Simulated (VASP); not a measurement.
Write the native input for VASP 6.6.1 that does the following.

* Task: single point
* Functional: PBE
* Potentials or basis: VASP PAW PBE potentials, release 64 (Mo_sv, S)
* Cutoff: 520 eV
* k mesh: 10 × 10 × 3
* Occupations: fermi-dirac, width 0.03 eV
* Spin: no spin polarisation
* Dipole correction: no
* Further INCAR settings: ALGO = Normal; EDIFF = 1e-06; NBANDS = 35

The structure of MoS2 lies in POSCAR:

```
MoS2
1.0
    3.0977815696      0.0000000000      0.0000000000
   -1.5488907848      2.6827575346      0.0000000000
    0.0000000000      0.0000000000     12.2950000000
Mo S
2 4
Direct
    0.3333333333      0.6666666667      0.2500000000
    0.6666666667      0.3333333333      0.7500000000
    0.3333333333      0.6666666667      0.6275000000
    0.6666666667      0.3333333333      0.1275000000
    0.3333333333      0.6666666667      0.8725000000
    0.6666666667      0.3333333333      0.3725000000
```

This cell differs from its parent crystal: equal xx and yy strain of -2 %.

One way to write it, as run:

INCAR

```
PREC     = Accurate       # precision mode
ENCUT    = 520            # plane-wave cutoff, eV
EDIFF    = 1E-6           # SCF threshold, eV
ISMEAR   = -1             # smearing method
SIGMA    = 0.03           # smearing width, eV
LREAL    = False          # projectors in reciprocal space
LASPH    = True           # aspherical terms in the spheres
NELM     = 80             # most SCF steps
ALGO     = Normal         # electronic algorithm
ISIF     = 2              # what is computed and relaxed
LWAVE    = False          # write WAVECAR
LCHARG   = False          # write CHGCAR
GGA      = PE             # functional
NBANDS   = 35             # bands
```

KPOINTS

```
regular mesh
0
Gamma
  10 10 3
```

Potentials or basis: VASP PAW PBE potentials, release 64 (Mo_sv, S).

Run with:

```bash
$ cat potpaw_PBE.64/Mo_sv/POTCAR potpaw_PBE.64/S/POTCAR > POTCAR
$ mpirun -np 1 vasp_std > vasp.out
```

It gave:

```
Pressure               : 16.2 GPa
Largest force          : 1.716 eV/Å
Band gap on the k mesh : 1.02 eV (least direct gap 2.06 eV)
```

Caveat: the cell differs from its parent crystal (equal xx and yy strain of -2 %); the cell stands under pressure; an odd mesh through Γ misses points on the zone boundary, where band edges can lie; this functional lacks dispersion, which binds the layers, so the pressure and a relaxed spacing across them are unreliable; forces of over 1 eV/Å act on the atoms, so gaps and moduli don't describe the material at rest.

It took 82 s on 1 thread of Intel(R) Xeon(R) Platinum 8488C (Sapphire Rapids) (shared host), peak memory 0.26 GiB.
